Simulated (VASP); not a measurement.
# BeS (P6_3/mmc) in VASP: a series of runs

BeS is run at these levels: PBE, r2SCAN, PBEsol, LDA; tasks: single point, relaxation of cell and atoms.

All numbers are computed with VASP 6.6.1; they aren't measurements. Logs are shortened: lines on timing, memory, paths and dates and some standing lists are left out, and cuts for length are marked.

## (1) The cell of the first run

The structure is hexagonal, space group P6_3/mmc (No. 194). The conventional cell has a = 3.460 Å, b = 3.460 Å, c = 7.704 Å, α = 90.00°, β = 90.00°, γ = 120.00°. Be (site symmetry -6m2) has 3 S at 2.00 Å within 2.6 Å. S (site symmetry -6m2) has 3 Be at 2.00 Å within 2.6 Å.

## (2) Single point, PBE

INCAR

```
ALGO = Normal
EDIFF = 1E-7
ENCUT = 520
GGA = PE
ISIF = 2
ISMEAR = -1
LASPH = True
LCHARG = True
LELF = True
LREAL = False
LVHAR = True
LWAVE = False
NBANDS = 16
NELM = 60
PREC = Accurate
SIGMA = 0.02
```

KPOINTS

```
k-points
0
Gamma
  12 12 6
```

POSCAR

```
BeS
1.0
    3.4603891061      0.0000000000      0.0000000000
   -1.7301945531      2.9967848729      0.0000000000
    0.0000000000      0.0000000000      7.7040613800
Be S
2 2
Direct
    0.3333333333      0.6666666667      0.2500000000
    0.6666666667      0.3333333333      0.7500000000
    0.6666666667      0.3333333333      0.2500000000
    0.3333333333      0.6666666667      0.7500000000
```

Potentials or basis: VASP PAW PBE potentials, release 64 (Be, S).

Run with:

```
$ cat potpaw_PBE.64/Be/POTCAR potpaw_PBE.64/S/POTCAR > POTCAR
$ mpirun -np 1 vasp_std > vasp.out
```

OUTCAR:

```text
EDIFF = 1E-7
   ENCUT = 520
   GGA = PE
   ISIF = 2
   ISMEAR = -1
   LASPH = True
   LREAL = False
   NELM = 60
   PREC = Accurate

 ion  position               nearest neighbor table
   1  0.333  0.667  0.250-   3 2.00   3 2.00   3 2.00
   2  0.667  0.333  0.750-   4 2.00   4 2.00   4 2.00
   3  0.667  0.333  0.250-   1 2.00   1 2.00   1 2.00
   4  0.333  0.667  0.750-   2 2.00   2 2.00   2 2.00

  LATTYP: Found a hexagonal cell.
 ALAT       =     3.4603891061
 C/A-ratio  =     2.2263569627

  Lattice vectors:

 A1 = (   3.4603891061,   0.0000000000,   0.0000000000)
 A2 = (  -1.7301945531,   2.9967848729,   0.0000000000)
 A3 = (   0.0000000000,   0.0000000000,   7.7040613800)

Analysis of symmetry for initial positions (statically):
=====================================================================
 Subroutine PRICEL returns:
 Original cell was already a primitive cell.

 Routine SETGRP: Setting up the symmetry group for a
 hexagonal supercell.

 Subroutine GETGRP returns: Found 24 space group operations
 (whereof 12 operations were pure point group operations)
 out of a pool of 24 trial point group operations.

The static configuration has the point symmetry D_3d.
 The point group associated with its full space group is D_6h.

Analysis of symmetry for dynamics (positions and initial velocities):
=====================================================================
 Subroutine PRICEL returns:
 Original cell was already a primitive cell.

 Routine SETGRP: Setting up the symmetry group for a
 hexagonal supercell.

 Subroutine GETGRP returns: Found 24 space group operations
 (whereof 12 operations were pure point group operations)
 out of a pool of 24 trial point group operations.

The dynamic configuration has the point symmetry D_3d.
 The point group associated with its full space group is D_6h.

 Subroutine INISYM returns: Found 24 space group operations
 (whereof 12 operations are pure point group operations),
 and found     1 'primitive' translations

----------------------------------------------------------------------------------------

                                     Primitive cell

[... 90 lines left out ...]
   LSORBIT =      F    spin-orbit coupling
   LASPH  =      T    aspherical Exc in radial PAW
   ENCUT  =  520.0 eV  38.22 Ry    6.18 a.u.   6.43  6.43 14.32*2*pi/ulx,y,z
   NELM   =     60;   NELMIN=  2; NELMDL= -5     # of ELM steps
   EDIFF  = 0.1E-06   stopping-criterion for ELM
   LREAL  =      F    real-space projection
   EDIFFG = 0.1E-05   stopping-criterion for IOM
   NSW    =      0    number of steps for IOM
   IBRION =     -1    ionic relax: 0-MD 1-quasi-New 2-CG
   NFREE  =      0    steps in history (QN), initial steepest desc. (CG)
   ISIF   =      2    stress and relaxation
   ISYM   =      2    0-nonsym 1-usesym 2-fastsym
   POTIM  = 0.5000    time-step for ionic-motion
   TEBEG  =    0.0;   TEEND  =   0.0 temperature during run
   PSTRESS=    0.0 pullay stress
   NELECT =      16.0000    total number of electrons
   NUPDOWN=      -1.0000    fix difference up-down
   EMIN   =  10.00;   EMAX   =-10.00  energy-range for DOS
   EFERMI =   0.00;   METHOD = LEGACY
   ISMEAR =    -1;   SIGMA  =   0.02  broadening in eV -4-tet -1-fermi 0-gaus
   EFERMI_NEDOS =   21; number of points for ismear=-14 and -15
   IALGO  =     38    algorithm
   IMIX   =      4    mixing-type and parameters
     AMIX     =   0.40;   BMIX     =  1.00
     AMIX_MAG =   1.60;   BMIX_MAG =  1.00
  volume/ion in A,a.u.               =      19.97       134.78
  Fermi-wavevector in a.u.,A,eV,Ry     =   0.957815  1.810007 12.482102  0.917409
  Thomas-Fermi vector in A             =   2.086866
   LORBIT       =      0    0 simple, 1 ext, 2 COOP (PROOUT), +10 PAW based schemes
   GGA     = PE    functional components
   LHFCALC =     F    Hartree Fock is set to
   AEXX    =    0.0000 exact exchange contribution
   IVDW    =     0    specifies the selected vdW correction
   LEPSILON=     F    determine dielectric tensor
   LRPA    =     F    only Hartree local field effects (RPA)
 non-spin polarized calculation
  energy-cutoff  :      520.00
  volume of cell :       79.89
 maximum number of plane-waves:      2174
 NGX is ok and might be reduce to    28
   NGX = 13   NGY = 13   NGZ = 29

 number of electron      15.9999999 magnetization

 Free energy of the ion-electron system (eV)
  ---------------------------------------------------
  ext. energy  EPLUGINS =         0.00000000
  ---------------------------------------------------
  free energy    TOTEN  =       -19.24161922 eV

  energy without entropy =      -19.24161922  energy(sigma->0) =      -19.24161922

 E-fermi :   1.2526     XC(G=0):  -8.0550

 val. band max:        0.8168147144   @ k =   0.2500   0.2500   0.0000
 cond. band min:       4.9529698064   @ k =   0.5000   0.0000   0.3333
 fundamental gap:      4.1361550919
 Fermi energy:         1.2526425400

 k-point     1 :       0.0000    0.0000    0.0000
  band No.  band energies     occupation
      1     -11.4842      2.00000
      2     -11.2692      2.00000
      3      -2.1218      2.00000
      4      -0.2800      2.00000
      5       0.1782      2.00000
      6       0.1782      2.00000
[... 433 lines left out ...]
      3      -2.9109      2.00000
      4      -2.8203      2.00000
      5      -0.9478      2.00000
      6      -0.8426      2.00000
[... 8 lines left out ...]
     15      11.4431      0.00000
     16      11.5770      0.00000

 [... further k-points ...]

------------------------ aborting loop because EDIFF is reached ----------------------------------------

  FORCE on cell =-STRESS in cart. coord.  units (eV):
  Direction    XX          YY          ZZ          XY          YZ          ZX
  --------------------------------------------------------------------------------------
  -------------------------------------------------------------------------------------
  Total       -0.0003543     -0.0003543     -0.0139161      0.0000000     -0.0000000      0.0000000
  in kB       -0.0071044     -0.0071044     -0.2790792      0.0000000     -0.0000000      0.0000000
  external PRESSURE =      -0.0977626 kB  Pullay stress =       0.0000000 kB

 VOLUME and BASIS-vectors are now :
 -----------------------------------------------------------------------------
  energy-cutoff  :      520.00
  volume of cell :       79.89
      direct lattice vectors                 reciprocal lattice vectors
     3.460389106  0.000000000  0.000000000     0.288984842  0.166845476  0.000000000
    -1.730194553  2.996784873  0.000000000     0.000000000  0.333690953  0.000000000
     0.000000000  0.000000000  7.704061380     0.000000000  0.000000000  0.129801666

 POSITION                                       TOTAL-FORCE (eV/Angst)
 -----------------------------------------------------------------------------------
     -0.00000      1.99786      1.92602        -0.000000      0.000000      0.000000
      1.73019      0.99893      5.77805        -0.000000     -0.000000      0.000000
      1.73019      0.99893      1.92602        -0.000000      0.000000      0.000000
     -0.00000      1.99786      5.77805         0.000000     -0.000000      0.000000
 -----------------------------------------------------------------------------------
    total drift:                                0.000000     -0.000000      0.000000

  FREE ENERGIE OF THE ION-ELECTRON SYSTEM (eV)
  ---------------------------------------------------
  free  energy   TOTEN  =       -19.2416192246 eV

  energy  without entropy=      -19.2416192246  energy(sigma->0) =      -19.24161922
```

OSZICAR:

```text
N       E                     dE             d eps       ncg     rms          rms(c)
DAV:   1     0.624868966729E+02    0.62487E+02   -0.63187E+03  2432   0.829E+02
DAV:   2    -0.143494845486E+02   -0.76836E+02   -0.69748E+02  3512   0.153E+02
DAV:   3    -0.197469659597E+02   -0.53975E+01   -0.53684E+01  3472   0.447E+01
DAV:   4    -0.198226567587E+02   -0.75691E-01   -0.75654E-01  3088   0.610E+00
DAV:   5    -0.198242498966E+02   -0.15931E-02   -0.15931E-02  3440   0.919E-01    0.720E+00
DAV:   6    -0.193437909105E+02    0.48046E+00   -0.49356E-01  3112   0.332E+00    0.516E+00
DAV:   7    -0.192377703012E+02    0.10602E+00   -0.43086E-01  3248   0.322E+00    0.183E+00
DAV:   8    -0.192413589541E+02   -0.35887E-02   -0.25222E-02  3096   0.941E-01    0.234E-01
DAV:   9    -0.192410516237E+02    0.30733E-03   -0.22240E-03  3168   0.295E-01    0.750E-02
DAV:  10    -0.192415595692E+02   -0.50795E-03   -0.58249E-04  2832   0.140E-01    0.248E-02
DAV:  11    -0.192416101537E+02   -0.50584E-04   -0.54301E-05  3264   0.456E-02    0.316E-02
DAV:  12    -0.192416194875E+02   -0.93338E-05   -0.11966E-05  2928   0.195E-02    0.121E-02
DAV:  13    -0.192416191953E+02    0.29215E-06   -0.23285E-07  3400   0.309E-03    0.142E-03
DAV:  14    -0.192416192246E+02   -0.29344E-07   -0.19932E-07  2840   0.254E-03
   1 F= -.19241619E+02 E0= -.19241619E+02  d E =-.112783E-10
```

stdout:

```text
POSCAR found type information on POSCAR BeS
 POSCAR found :  2 types and       4 ions
 scaLAPACK will be used
 LDA part: xc-table for (Slater+PW92), standard interpolation
 POSCAR, INCAR and KPOINTS ok, starting setup
 FFT: planning ... GRIDC
 FFT: planning ... GRID_SOFT
 FFT: planning ... GRID
 WAVECAR not read
 entering main loop
```

Run time: 51 s. Hardware: 1 thread of Intel Xeon Platinum 8488C (Sapphire Rapids), shared host; peak memory 0.24 GiB.

Results:

```yaml
Free_energy: -19.2416 eV
Pressure: 0.0 GPa
Band_gap_on_the_k_mesh: 4.14 eV, indirect (least direct gap 4.24 eV)
```

## (3) Single point, r2SCAN

This run uses another cell than the first one, of 18.15 Å³/atom, 0.909 times its volume.

POSCAR

```
BeS
1.0
    3.4621570814      0.0000000000      0.0000000000
   -1.7310785407      2.9983159844      0.0000000000
    0.0000000000      0.0000000000      6.9924280704
Be S
2 2
Direct
    0.3333333333      0.6666666667      0.2500000000
    0.6666666667      0.3333333333      0.7500000000
    0.6666666667      0.3333333333      0.2500000000
    0.3333333333      0.6666666667      0.7500000000
```

INCAR.step1

```
SYSTEM = BeS
  PREC = Accurate
  ENCUT = 520
  ISMEAR = -1
  SIGMA = 0.02
  LREAL = .False.
  LASPH = .True.
  NELM = 80
  NBANDS = 16
  GGA = PE
  ALGO = Normal
  EDIFF = 1E-4
  LWAVE = .True.
  LCHARG = .False.
```

INCAR.step2

```
SYSTEM = BeS
  PREC = Accurate
  ENCUT = 520
  EDIFF = 1E-7
  ISMEAR = -1
  SIGMA = 0.02
  LREAL = .False.
  LASPH = .True.
  NELM = 80
  ALGO = Normal
  ISIF = 2
  LWAVE = .False.
  LCHARG = .True.
  METAGGA = R2SCAN
  LMIXTAU = .True.
  LELF = .True.
  LVHAR = .True.
  NBANDS = 16
  ISTART = 1
```

KPOINTS

```
Automatic mesh
0
Gamma
  12 12 4
  0 0 0
```

Potentials or basis: VASP PAW PBE potentials, release 64 (Be, S).

Run with:

```
$ cat potpaw_PBE.64/Be/POTCAR potpaw_PBE.64/S/POTCAR > POTCAR
$ cp INCAR.step1 INCAR
$ mpirun -np 1 vasp_std > vasp.out
$ cp INCAR.step2 INCAR
$ mpirun -np 1 vasp_std > vasp.out
```

Wall time 3.1 min (1 thread of Intel Xeon Platinum 8488C (Sapphire Rapids), shared host); peak memory 0.22 GiB.

Results (log left out):

* Free energy: -28.7862 eV
* Pressure: -0.1 GPa
* Band gap on the k mesh: 4.45 eV, indirect (least direct gap 4.66 eV)

Stress tensor (GPa, compression positive):
```
-0.14  0.00  0.00
 0.00 -0.14  0.00
 0.00  0.00 -0.02
```

Levels at points of the mesh, in eV from the valence-band top:
```csv
k point,band 6,band 7,band 8,band 9,band 10,band 11
"(0.00, 0.00, 0.00)",-0.66,-0.66,-0.66,5.49,6.77,6.77
"(0.50, 0.00, 0.00)",-2.04,-1.28,-0.16,4.68,5.48,6.07
"(0.00, 0.00, 0.50)",-0.76,-0.76,-0.76,6.95,6.95,6.95
"(0.50, 0.00, 0.50)",-2.19,-0.54,-0.54,4.65,4.65,5.86
```

Caveat: the PAW data sets were made with another functional, which shifts forces and pressure a little. r2SCAN opens gaps a little over a GGA but as a rule still falls short of measured ones.

## (4) Single point, r2SCAN

This run uses another cell than the first one, of 18.15 Å³/atom, 0.909 times its volume.

POSCAR is that of step 3.

INCAR.step1

```
PREC = Accurate
ENCUT = 520
ISMEAR = 0
SIGMA = 0.01
LREAL = False
LASPH = True
NELM = 80
NBANDS = 16
GGA = PE
ALGO = Normal
EDIFF = 1E-4
LWAVE = True
LCHARG = False
```

INCAR.step2

```
PREC = Accurate
ENCUT = 520
EDIFF = 1E-6
ISMEAR = 0
SIGMA = 0.01
LREAL = False
LASPH = True
NELM = 80
ALGO = Normal
ISIF = 2
LWAVE = False
LCHARG = True
METAGGA = R2SCAN
LMIXTAU = True
LELF = True
LVHAR = True
NBANDS = 16
ISTART = 1
```

KPOINTS

```
regular mesh
0
Gamma
  12 12 4
```

Run with:

```
$ cat potpaw_PBE.64/Be/POTCAR potpaw_PBE.64/S/POTCAR > POTCAR
$ cp INCAR.step1 INCAR
$ mpirun -np 1 vasp_std > vasp.out
$ cp INCAR.step2 INCAR
$ mpirun -np 1 vasp_std > vasp.out
```

Run time: 2.8 min. Hardware: 1 thread of Intel Xeon Platinum 8488C (Sapphire Rapids), shared host; peak memory 0.22 GiB.

Results (log left out):

| Quantity | Value |
| --- | --- |
| Free energy | -28.7862 eV |
| Pressure | -0.1 GPa |
| Band gap on the k mesh | 4.45 eV, indirect (least direct gap 4.66 eV) |

Stress tensor (GPa, compression positive):
```
-0.14  0.00  0.00
 0.00 -0.14  0.00
 0.00  0.00 -0.02
```

Levels at points of the mesh, in eV from the valence-band top:
```
           k point  band 6  band 7  band 8  band 9  band 10  band 11
(0.00, 0.00, 0.00)   -0.66   -0.66   -0.66    5.49     6.77     6.77
(0.50, 0.00, 0.00)   -2.04   -1.28   -0.16    4.68     5.48     6.07
(0.00, 0.00, 0.50)   -0.76   -0.76   -0.76    6.95     6.95     6.95
(0.50, 0.00, 0.50)   -2.19   -0.54   -0.54    4.65     4.65     5.86
```

Caveat: the PAW data sets were made with another functional, which shifts forces and pressure a little.

## (5) Relaxation of cell and atoms, PBE

This run uses another cell than the first one, of 9.91 Å³/atom, 0.496 times its volume.

INCAR

```
SYSTEM = BeS
PREC = Accurate ; ENCUT = 600
EDIFF = 1E-6 ; ISMEAR = -1
SIGMA = 0.02 ; LREAL = .False.
LASPH = .True. ; NELM = 60
ALGO = Normal ; ISIF = 3
LWAVE = .False. ; LCHARG = .False.
GGA = PE ; IBRION = 2
NSW = 80 ; EDIFFG = -0.005
```

KPOINTS

```
Automatic mesh
0
Gamma
  12 12 6
  0 0 0
```

POSCAR

```
BeS
1.0
    3.3209871240      0.0000000000      0.0000000000
   -1.6604935620      2.8760592150      0.0000000000
    0.0000000000      0.0000000000      4.1510133000
Be S
2 2
Direct
    0.3333333333      0.6666666667      0.2500000000
    0.6666666667      0.3333333333      0.7500000000
    0.6666666667      0.3333333333      0.2500000000
    0.3333333333      0.6666666667      0.7500000000
```

Run with:

```
$ cat potpaw_PBE.64/Be/POTCAR potpaw_PBE.64/S/POTCAR > POTCAR
$ mpirun -np 1 vasp_std > vasp.out
```

Wall time 4.3 min (1 thread of Intel Xeon Platinum 8488C (Sapphire Rapids), shared host); peak memory 0.19 GiB.

It converged, with:

| Item | Value |
| --- | --- |
| Free energy | -19.1965 eV |
| Relaxed volume | 17.72 Å³/atom |
| Relaxed cell | a = 3.472 Å, b = 3.472 Å, c = 6.789 Å, α = 90.00°, β = 90.00°, γ = 120.00° |
| Space group after relaxing (to 0.05 Å) | P6_3/mmc (No. 194) |
| Energy gained by relaxing | 949.4 meV/atom |
| Ionic steps | 18 |
| Pressure after relaxing | 0.0 GPa |
| Band gap on the k mesh | 3.80 eV, indirect (least direct gap 4.14 eV) |

The path:
```
step  energy change (eV)  largest force (eV/Å)  pressure (GPa)  volume (Å³)
   1              0.0000                0.0000           71.29        39.65
   2             -2.7826                0.0000          -12.19        70.54
   3             -3.2508                0.0000           -0.42        58.23
   4             -3.2520                0.0000           -1.73        59.12
   5             -3.2524                0.0000           -1.09        58.68
   6             -3.4103                0.0000            0.56        58.13
   7             -3.4805                0.0000           11.05        56.01
   8             -3.5363                0.0000            5.76        56.95
   9             -3.6464                0.0000            2.73        59.97
  10             -3.7403                0.0000           -0.77        65.32
  11             -3.7262                0.0000           -4.38        76.25
  12             -3.7592                0.0000           -2.84        70.43
  13             -3.7954                0.0000            0.26        71.97
  14             -3.7971                0.0000           -0.30        71.74
  15             -3.7970                0.0000           -0.36        71.71
  16             -3.7976                0.0000           -0.15        71.18
  17             -3.7977                0.0000           -0.06        70.93
  18             -3.7977                0.0000           -0.03        70.89
```

Final structure:
```yaml
crystal:
  lattice:
    - [3.47228, 0.00000, 0.00000]
    - [-1.73614, 3.00709, 0.00000]
    - [0.00000, 0.00000, 6.78881]
  atoms:
    - { symbol: Be, position: [0.33333, 0.66667, 0.25000] }
    - { symbol: Be, position: [0.66667, 0.33333, 0.75000] }
    - { symbol: S, position: [0.66667, 0.33333, 0.25000] }
    - { symbol: S, position: [0.33333, 0.66667, 0.75000] }
```

Levels at points of the mesh, in eV from the valence-band top:
| k point | band 6 | band 7 | band 8 | band 9 | band 10 | band 11 |
| --- | --- | --- | --- | --- | --- | --- |
| (0.00, 0.00, 0.00) | -0.73 | -0.73 | -0.51 | 4.85 | 5.97 | 6.05 |
| (0.50, 0.00, 0.00) | -2.06 | -1.49 | -0.25 | 4.18 | 4.75 | 5.40 |
| (0.00, 0.00, 0.50) | -0.86 | -0.86 | -0.86 | 6.13 | 6.13 | 6.25 |
| (0.50, 0.00, 0.50) | -2.24 | -0.62 | -0.62 | 4.04 | 4.04 | 5.18 |

Caveat: the volume moved by over 15 % at a fixed basis, so the end points are rough.

(Continued in part 2 of 2.)
